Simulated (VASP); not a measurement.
# Be (P6/mmm) in VASP: relaxation of cell and atoms with PBEsol

Aim: the relaxation of cell and atoms of Be with PBEsol.

All numbers are computed with VASP 6.6.1; they aren't measurements. Logs are shortened: lines on timing, memory, paths and dates and some standing lists are left out, and cuts for length are marked.

## Step 1: The cell of the first run

Symmetry: P6/mmm, No. 191, hexagonal system. The conventional cell has a = 3.559 Å, b = 3.559 Å, c = 2.175 Å, α = 90.00°, β = 90.00°, γ = 120.00°. Be (site symmetry 6/mmm) has 14 Be at 2.18 to 2.32 Å within 2.9 Å. Be (site symmetry -6m2) has 11 Be at 2.05 to 2.32 Å within 2.7 Å.

This isn't the form of Be at room conditions, which is hcp.

## Step 2: Relaxation of cell and atoms, PBEsol

Input file INCAR:

```
SYSTEM = Be
  ALGO = Fast
  EDIFF = 1E-6
  EDIFFG = -0.01
  ENCUT = 600
  GGA = PS
  IBRION = 2
  ISIF = 3
  ISMEAR = 0
  LASPH = .TRUE.
  LCHARG = .FALSE.
  LREAL = .FALSE.
  LWAVE = .FALSE.
  NELM = 100
  NSW = 100
  PREC = Accurate
  SIGMA = 0.1
```

Input file KPOINTS:

```
k-points
0
G
  15 15 20
  0 0 0
```

Input file POSCAR:

```
Be
1.0
    3.5588545067      0.0000000000      0.0000000000
   -1.7794272533      3.0820584112      0.0000000000
    0.0000000000      0.0000000000      2.1753166127
Be
3
Direct
    0.0000000000      0.0000000000      0.0000000000
    0.3333333333      0.6666666667      0.5000000000
    0.6666666667      0.3333333333      0.5000000000
```

Potentials or basis: VASP PAW PBE potentials, release 64 (Be).

Started as:

```sh
$ cat potpaw_PBE.64/Be/POTCAR > POTCAR
$ mpirun -np 1 vasp_std > vasp.out
```

OUTCAR:

```text
SYSTEM = Be
   EDIFF = 1E-6
   EDIFFG = -0.01
   ENCUT = 600
   GGA = PS
   IBRION = 2
   ISIF = 3
   ISMEAR = 0
   LASPH = .TRUE.
   LREAL = .FALSE.
   NELM = 100
   NSW = 100
   PREC = Accurate

 ion  position               nearest neighbor table
   1  0.000  0.000  0.000-   2 2.32   3 2.32   2 2.32   3 2.32   2 2.32   2 2.32   3 2.32   3 2.32
                             3 2.32   3 2.32   2 2.32   2 2.32
   2  0.333  0.667  0.500-   3 2.05   3 2.05   3 2.05   1 2.32   1 2.32   1 2.32   1 2.32   1 2.32
                             1 2.32
   3  0.667  0.333  0.500-   2 2.05   2 2.05   2 2.05   1 2.32   1 2.32   1 2.32   1 2.32   1 2.32
                             1 2.32

  LATTYP: Found a hexagonal cell.
 ALAT       =     3.5588545067
 C/A-ratio  =     0.6112406699

  Lattice vectors:

 A1 = (   3.5588545067,   0.0000000000,   0.0000000000)
 A2 = (  -1.7794272533,   3.0820584112,   0.0000000000)
 A3 = (   0.0000000000,   0.0000000000,   2.1753166127)

Analysis of symmetry for initial positions (statically):
=====================================================================
 Subroutine PRICEL returns:
 Original cell was already a primitive cell.

 Routine SETGRP: Setting up the symmetry group for a
 hexagonal supercell.

 Subroutine GETGRP returns: Found 24 space group operations
 (whereof 24 operations were pure point group operations)
 out of a pool of 24 trial point group operations.

The static configuration has the point symmetry D_6h.

Analysis of symmetry for dynamics (positions and initial velocities):
=====================================================================
 Subroutine PRICEL returns:
 Original cell was already a primitive cell.

 Routine SETGRP: Setting up the symmetry group for a
 hexagonal supercell.

 Subroutine GETGRP returns: Found 24 space group operations
 (whereof 24 operations were pure point group operations)
 out of a pool of 24 trial point group operations.

The dynamic configuration has the point symmetry D_6h.

 Subroutine INISYM returns: Found 24 space group operations
 (whereof 24 operations are pure point group operations),
 and found     1 'primitive' translations

----------------------------------------------------------------------------------------

                                     Primitive cell

  volume of cell :      23.8602

[... 104 lines left out ...]
   EFERMI =   0.00;   METHOD = LEGACY
   ISMEAR =     0;   SIGMA  =   0.10  broadening in eV -4-tet -1-fermi 0-gaus
   EFERMI_NEDOS =   21; number of points for ismear=-14 and -15
   IALGO  =     68    algorithm
   IMIX   =      4    mixing-type and parameters
     AMIX     =   0.40;   BMIX     =  1.00
     AMIX_MAG =   1.60;   BMIX_MAG =  1.00
  volume/ion in A,a.u.               =       7.95        53.67
  Fermi-wavevector in a.u.,A,eV,Ry     =   1.033318  1.952688 14.527572  1.067746
  Thomas-Fermi vector in A             =   2.167559
   LORBIT       =      0    0 simple, 1 ext, 2 COOP (PROOUT), +10 PAW based schemes
   GGA     = PS    functional components
   LHFCALC =     F    Hartree Fock is set to
   AEXX    =    0.0000 exact exchange contribution
   IVDW    =     0    specifies the selected vdW correction
   LEPSILON=     F    determine dielectric tensor
   LRPA    =     F    only Hartree local field effects (RPA)
 conjugate gradient relaxation of ions
 non-spin polarized calculation
 RMM-DIIS sequential band-by-band and
 Gauss-broadening in eV      SIGMA  =   0.10
  energy-cutoff  :      600.00
  volume of cell :       23.86
 maximum number of plane-waves:       816
   NGX = 15   NGY = 15   NGZ =  9

--------------------------------------- Ionic step        1  -------------------------------------------

 number of electron       6.0000000 magnetization

 Free energy of the ion-electron system (eV)
  ---------------------------------------------------
  ext. energy  EPLUGINS =         0.00000000
  ---------------------------------------------------
  free energy    TOTEN  =       -11.42596802 eV

  energy without entropy =      -11.42238592  energy(sigma->0) =      -11.42417697

------------------------ aborting loop because EDIFF is reached ----------------------------------------

  FORCE on cell =-STRESS in cart. coord.  units (eV):
  Direction    XX          YY          ZZ          XY          YZ          ZX
  --------------------------------------------------------------------------------------
  -------------------------------------------------------------------------------------
  Total        0.0857706      0.0857706      0.1923305      0.0000000     -0.0000000      0.0000000
  in kB        5.7593748      5.7593748     12.9147234      0.0000000     -0.0000000      0.0000000
  external PRESSURE =       8.1444910 kB  Pullay stress =       0.0000000 kB
[... 61 lines left out ...]
--------------------------------------- Ionic step        3  -------------------------------------------

 number of electron       6.0000000 magnetization

 Free energy of the ion-electron system (eV)
  ---------------------------------------------------
  ext. energy  EPLUGINS =         0.00000000
  ---------------------------------------------------
  free energy    TOTEN  =       -11.42651913 eV

  energy without entropy =      -11.42275479  energy(sigma->0) =      -11.42463696

 E-fermi :   7.5520     XC(G=0): -10.5648

 val. band max:        7.5351477523   @ k =   0.4000   0.1333   0.4500
 cond. band min:       7.5533406052   @ k =   0.2667  -0.0000   0.4500
 fundamental gap:      0.0181928528
 Fermi energy:         7.5520379829

 k-point     1 :       0.0000    0.0000    0.0000
  band No.  band energies     occupation
      1      -4.3636      2.00000
      2       6.2610      2.00000
      3       6.2610      2.00000
      4       6.4797      2.00000
      5       6.4797      2.00000
      6      12.9932      0.00000
      7      13.2218      0.00000
[... 221 lines left out ...]
 k-point    24 :       0.4000    0.2000    0.0000
  band No.  band energies     occupation
      1      -1.1759      2.00000
      2      -1.1074      2.00000
      3       0.9801      2.00000
      4      10.4748      0.00000
      5      15.0313      0.00000
      6      15.1975      0.00000
      7      20.7602      0.00000

 [... further k-points ...]

------------------------ aborting loop because EDIFF is reached ----------------------------------------

  FORCE on cell =-STRESS in cart. coord.  units (eV):
  Direction    XX          YY          ZZ          XY          YZ          ZX
  --------------------------------------------------------------------------------------
  -------------------------------------------------------------------------------------
  Total       -0.0221537     -0.0221537      0.0134962     -0.0000000      0.0000000      0.0000000
  in kB       -1.4755654     -1.4755654      0.8989263     -0.0000000      0.0000000      0.0000000
  external PRESSURE =      -0.6840681 kB  Pullay stress =       0.0000000 kB
[... 18 lines left out ...]
  FREE ENERGIE OF THE ION-ELECTRON SYSTEM (eV)
  ---------------------------------------------------
  free  energy   TOTEN  =       -11.4265191309 eV

  energy  without entropy=      -11.4227547948  energy(sigma->0) =      -11.42463696

 reached required accuracy - stopping structural energy minimisation
```

OSZICAR:

```text
N       E                     dE             d eps       ncg     rms          rms(c)
DAV:   1     0.978897281639E+00    0.97890E+00   -0.30701E+03  4165   0.806E+02
DAV:   2    -0.113375027669E+02   -0.12316E+02   -0.11899E+02  6272   0.106E+02
DAV:   3    -0.114693255906E+02   -0.13182E+00   -0.13091E+00  5649   0.965E+00
[... 14 lines left out ...]
       N       E                     dE             d eps       ncg     rms          rms(c)
DAV:   1    -0.114265231731E+02   -0.39835E-04   -0.33942E-04  6349   0.213E-01    0.944E-03
RMM:   2    -0.114265208598E+02    0.23133E-05   -0.14648E-06  3005   0.109E-02    0.547E-03
RMM:   3    -0.114265193032E+02    0.15566E-05   -0.89973E-07  2559   0.656E-03    0.754E-04
RMM:   4    -0.114265191309E+02    0.17228E-06   -0.51275E-08  2219   0.271E-03
   3 F= -.11426519E+02 E0= -.11424637E+02  d E =-.551113E-03
```

CONTCAR:

```text
Be
   1.00000000000000
     3.5656731066395806    0.0000000000001106    0.0000000000000000
    -1.7828365532695989    3.0879634919660082    0.0000000000000000
     0.0000000000000000   -0.0000000000000000    2.1846624286231426
  Be
     3
Direct
     0.0000000000000000    0.0000000000000000    0.0000000000000000
     0.3333333332999970    0.6666666667000030    0.5000000000000000
     0.6666666667000030    0.3333333332999970    0.5000000000000000

  0.00000000E+00  0.00000000E+00  0.00000000E+00
  0.00000000E+00  0.00000000E+00  0.00000000E+00
  0.00000000E+00  0.00000000E+00  0.00000000E+00
```

Run time: 40 s. Hardware: 1 thread of Intel Xeon Platinum 8488C (Sapphire Rapids), shared host; peak memory 0.18 GiB.

Results:

* Free energy: -11.4265 eV
* Relaxed volume: 8.02 Å³/atom
* Relaxed cell: a = 3.566 Å, b = 3.566 Å, c = 2.185 Å, α = 90.00°, β = 90.00°, γ = 120.00°
* Space group after relaxing (to 0.1 Å): P6/mmm (No. 191)
* Energy gained by relaxing: 0.2 meV/atom
* Ionic steps: 3
* Pressure after relaxing: -0.1 GPa
* Band gap on the k mesh: zero (bands 3 and 4 overlap by 4.80 eV)

Stress tensor (GPa, compression positive):
```
-0.15  0.00  0.00
 0.00 -0.15  0.00
 0.00  0.00  0.09
```

Step by step:
```tsv
step	energy change (eV)	largest force (eV/Å)	pressure (GPa)	volume (Å³)
1	0.0000	0.0000	0.81	23.86
2	-0.0005	0.0000	0.17	24.00
3	-0.0006	0.0000	-0.07	24.05
```

Final structure:
```xyz
3
Lattice="3.5657 0.0000 0.0000 -1.7828 3.0880 0.0000 0.0000 0.0000 2.1847" Properties=species:S:1:pos:R:3 pbc="T T T"
Be    0.0000    0.0000    0.0000
Be    0.0000    2.0586    1.0923
Be    1.7828    1.0293    1.0923
```

Levels at points of the mesh, in eV from the Fermi level:
| k point | band 1 | band 2 | band 3 | band 4 | band 5 | band 6 |
| --- | --- | --- | --- | --- | --- | --- |
| (0.00, 0.00, 0.00) | -11.92 | -1.29 | -1.29 | -1.07 | -1.07 | 5.44 |
| (0.00, 0.00, 0.50) | -6.53 | -5.67 | 3.73 | 3.73 | 4.26 | 5.91 |

Caveat: the PAW data sets were made with another functional, which shifts forces and pressure a little.
